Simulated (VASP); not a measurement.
Here is a VASP 6.6.1 calculation.

INCAR

```
PREC     = Accurate       # precision mode
ENCUT    = 520            # plane-wave cutoff, eV
EDIFF    = 1E-6           # SCF threshold, eV
ISMEAR   = 0              # smearing method
SIGMA    = 0.01           # smearing width, eV
LREAL    = F              # projectors in reciprocal space
LASPH    = T              # aspherical terms in the spheres
NELM     = 80             # most SCF steps
ALGO     = Normal         # electronic algorithm
ISIF     = 2              # what is computed and relaxed
LWAVE    = F              # write WAVECAR
LCHARG   = F              # write CHGCAR
GGA      = PE             # functional
NBANDS   = 16             # bands
```

File KPOINTS:

```
regular mesh
0
Gamma
  8 8 8
```

File POSCAR:

```
ZnSe
1.0
    0.0000000000      2.7737113644      2.7737113644
    2.7737113644      0.0000000000      2.7737113644
    2.7737113644      2.7737113644      0.0000000000
Zn Se
1 1
Direct
    0.0000000000      0.0000000000      0.0000000000
    0.7500000000      0.7500000000      0.7500000000
```

Potentials or basis: VASP PAW PBE potentials, release 64 (Zn, Se).

Run with:

```sh
$ cat potpaw_PBE.64/Zn/POTCAR potpaw_PBE.64/Se/POTCAR > POTCAR
$ mpirun -np 1 vasp_std > vasp.out
```

(1) What does it give for the band gap on the k mesh?

(2) Predict the pressure.

Answers

(1) 1.56 eV, direct.

(2) 7.3 GPa.
